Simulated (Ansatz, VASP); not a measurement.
**One calculation of AgI, two programs**

File POSCAR:

```
AgI
1.0
   -2.3243249452      2.3243249452      3.2907520921
    2.3243249452     -2.3243249452      3.2907520921
    2.3243249452      2.3243249452     -3.2907520921
Ag I
1 1
Direct
    0.2500000000      0.7500000000      0.5000000000
    0.0000000000      0.0000000000      0.0000000000
```

INCAR.step1

```
PREC = Accurate
ENCUT = 550
ISMEAR = 0
SIGMA = 0.01
LREAL = F
LASPH = T
NELM = 120
NBANDS = 16
GGA = PE
ALGO = Normal
EDIFF = 1E-5
LWAVE = T
LCHARG = F
GGA_COMPAT = F
```

INCAR.step2

```
PREC = Accurate
ENCUT = 550
EDIFF = 1E-6
ISMEAR = 0
SIGMA = 0.01
LREAL = F
LASPH = T
NELM = 120
ALGO = Normal
ISIF = 2
LWAVE = F
LCHARG = F
METAGGA = R2SCAN
LMIXTAU = T
NBANDS = 16
ISTART = 1
GGA_COMPAT = F
```

Contents of KPOINTS:

```
Automatic mesh
0
Gamma
  8 8 8
```

Input for Ansatz:

```yaml
crystal:
  lattice:
    - [-2.3243249452, 2.3243249452, 3.2907520921]
    - [2.3243249452, -2.3243249452, 3.2907520921]
    - [2.3243249452, 2.3243249452, -3.2907520921]
  atoms:
    - { symbol: Ag, position: [0.25, 0.75, 0.5] }
    - { symbol: I, position: [0.0, 0.0, 0.0] }
kpoints:
  mp_grid: { grid: [8, 8, 8] }
  band_path:
    path:
      - [0.0, 0.0, 0.0]
      - [0.0, 0.0, 0.5]
      - [0.25, 0.25, 0.25]
      - [0.0, 0.5, 0.0]
      - [0.5, 0.5, -0.5]
      - [0.3747220851, 0.6252779149, -0.3747220851]
      - [-0.3747220851, 0.3747220851, 0.3747220851]
      - [-0.2494441703, 0.2494441703, 0.5]
      - [0.5, 0.5, -0.2494441703]
    npoints: 1
hamiltonian:
  xc: r2scan
scf:
  occupations: { method: fixed }
  n_extra_bands: 4
output:
  forces: true
  stress: true
  eigenvalues: true
```

Alike in both runs: task single point; functional r2SCAN; k mesh 8 × 8 × 8; no spin polarisation.

```csv
,VASP,Ansatz
version,VASP 6.6.1,Ansatz 0.2.0
potentials or method,"VASP PAW PBE potentials, release 64 (Ag, I)","plane waves, PAW"
plane-wave cutoff (eV),550,500
occupations,"gaussian, width 0.01 eV",fixed
valence electrons in the cell,18,36
```

```csv
,VASP,Ansatz,Ansatz less VASP
gap on the k mesh at the Fermi level (eV),1.79,1.82,+0.032
pressure (GPa),-0.1,0.0,+0.11
```

VASP's potentials were made for PBE, not for r2SCAN. VASP's potentials hold 18 valence electrons a cell and Ansatz's 36, so a difference there can come from the potentials and not from the codes.

Spin-orbit coupling is off throughout.
